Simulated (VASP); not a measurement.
## HfC: single point with PBEsol

Crystal: HfC.

```
CELL_PARAMETERS angstrom
0.00000 2.32500 2.32500
2.32500 0.00000 2.32500
2.32500 2.32500 0.00000
ATOMIC_POSITIONS crystal
Hf 0.50000 0.50000 0.50000
C 0.00000 0.00000 0.00000
```

- Program: VASP 6.6.1
- Task: single point
- Functional: PBEsol
- Potentials or basis: VASP PAW PBE potentials, release 64 (Hf_pv, C)
- Cutoff: 520 eV
- k mesh: 10 × 10 × 10
- Occupations: gaussian, width 0.05 eV
- Spin: no spin polarisation

| Property | Result |
| --- | --- |
| Pressure | -7.0 GPa |
| Band gap on the k mesh | zero (bands 7 and 8 overlap by 1.43 eV) |

Levels at points of the mesh, in eV from the Fermi level:
```tsv
k point	band 3	band 4	band 5	band 6	band 7	band 8	band 9	band 10	band 11	band 12
(0.00, 0.00, 0.00)	-29.53	-12.32	1.00	1.00	1.00	1.31	1.31	1.31	3.33	3.33
(0.50, 0.00, 0.00)	-29.60	-8.52	-6.21	-3.02	-3.02	5.26	5.26	5.73	6.48	11.39
(0.50, 0.50, 0.00)	-29.77	-10.39	-2.62	-1.86	-0.11	-0.11	5.27	6.69	6.69	8.31
```

Wall time 14 s on 1 thread of Intel Xeon 8259CL (shared host), peak memory 0.15 GiB.

Caveat: the cell stands under tension; the PAW data sets were made with another functional, which shifts forces and pressure a little; spin-orbit coupling is left out, which moves the levels of the heavy elements.
